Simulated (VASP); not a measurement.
A run of VASP 6.6.1 is set up as follows.

Contents of POSCAR:

```
Ca
1.0
    0.0000000000      2.7942000000      2.7103740000
    2.7942000000      0.0000000000      2.7103740000
    2.7942000000      2.7942000000      0.0000000000
Ca
1
Direct
    0.0000000000      0.0000000000      0.0000000000
```

File INCAR.step1:

```
SYSTEM = Ca
ALGO = Normal
EDIFF = 1E-4
ENCUT = 520
GGA = PE
ISMEAR = 0
LASPH = .TRUE.
LCHARG = .FALSE.
LREAL = .FALSE.
LWAVE = .TRUE.
NBANDS = 11
NELM = 60
PREC = Accurate
SIGMA = 0.15
```

Contents of INCAR.step2:

```
SYSTEM = Ca
ALGO = Normal
EDIFF = 1E-6
ENCUT = 520
ISIF = 2
ISMEAR = 0
ISTART = 1
LASPH = .TRUE.
LCHARG = .FALSE.
LMIXTAU = .TRUE.
LREAL = .FALSE.
LWAVE = .FALSE.
METAGGA = R2SCAN
NBANDS = 11
NELM = 60
PREC = Accurate
SIGMA = 0.15
```

Contents of KPOINTS:

```
k-points
0
G
  14 14 14
  0 0 0
```

Potentials or basis: VASP PAW PBE potentials, release 64 (Ca_sv).

Launch:

```sh
$ cat potpaw_PBE.64/Ca_sv/POTCAR > POTCAR
$ cp INCAR.step1 INCAR
$ mpirun -np 1 vasp_std > vasp.out
$ cp INCAR.step2 INCAR
$ mpirun -np 1 vasp_std > vasp.out
```

Q: Estimate the band gap on the k mesh.

A: Zero (bands 5 and 6 overlap by 0.50 eV).

Q: Predict the pressure.

A: 0.4 GPa.

Stress tensor (GPa, compression positive):
```
0.34 0.00 0.00
0.00 0.34 0.00
0.00 0.00 0.54
```

Caveat: the cell differs from its parent crystal (strain +0.000 along x and y, -0.030 along z); the PAW data sets were made with another functional, which shifts forces and pressure a little.
